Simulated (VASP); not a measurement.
Wanted: the native input for a VASP 6.6.1 run.

| Item | Value |
| --- | --- |
| Task | single point |
| Functional | PBE |
| Potentials or basis | VASP PAW PBE potentials, release 64 (Mg, C) |
| Cutoff | 520 eV |
| k mesh | 6 × 6 × 4 |
| Occupations | gaussian, width 0.2 eV |
| Spin | no spin polarisation |
| Dipole correction | no |
| Further INCAR settings | ALGO = Normal; EDIFF = 1e-07; NBANDS = 17 |

The structure of Mg2C lies in POSCAR:

```
Mg2C
1.0
    3.4504723775     -0.0012766212     -0.0004458815
   -0.0042086576      3.1750376080     -0.0003498319
   -0.0046128527     -0.0024682611      8.5868099632
Mg C
4 2
Direct
    1.0000004236     -0.0007494437     -0.0000107005
    0.9999659313      0.0001165381      0.5000018212
    0.4999952598      0.5004320512      0.2500033047
    0.5000533781      0.4996982521      0.7500103870
    0.0000054416      0.0007917941      0.2499991979
   -0.0000204345     -0.0002891917      0.7499959897
```

The input as run:

INCAR

```
ALGO = Normal ; EDIFF = 1E-7
ENCUT = 520 ; GGA = PE
ISIF = 2 ; ISMEAR = 0
LASPH = True ; LCHARG = False
LREAL = False ; LWAVE = False
NBANDS = 17 ; NELM = 80
PREC = Accurate ; SIGMA = 0.2
```

KPOINTS

```
k-points
0
Gamma
  6 6 4
```

Potentials or basis: VASP PAW PBE potentials, release 64 (Mg, C).

Run with:

```bash
$ cat potpaw_PBE.64/Mg/POTCAR potpaw_PBE.64/C/POTCAR > POTCAR
$ mpirun -np 1 vasp_std > vasp.out
```

Results of the run:

| Item | Value |
| --- | --- |
| Pressure | -0.2 GPa |
| Largest force | 0.004 eV/Å |
| Band gap on the k mesh | zero (bands 8 and 9 overlap by 1.59 eV) |

Run time: 2.9 min on 1 thread of Intel Xeon 8259CL, on a shared host, peak memory 0.26 GiB.
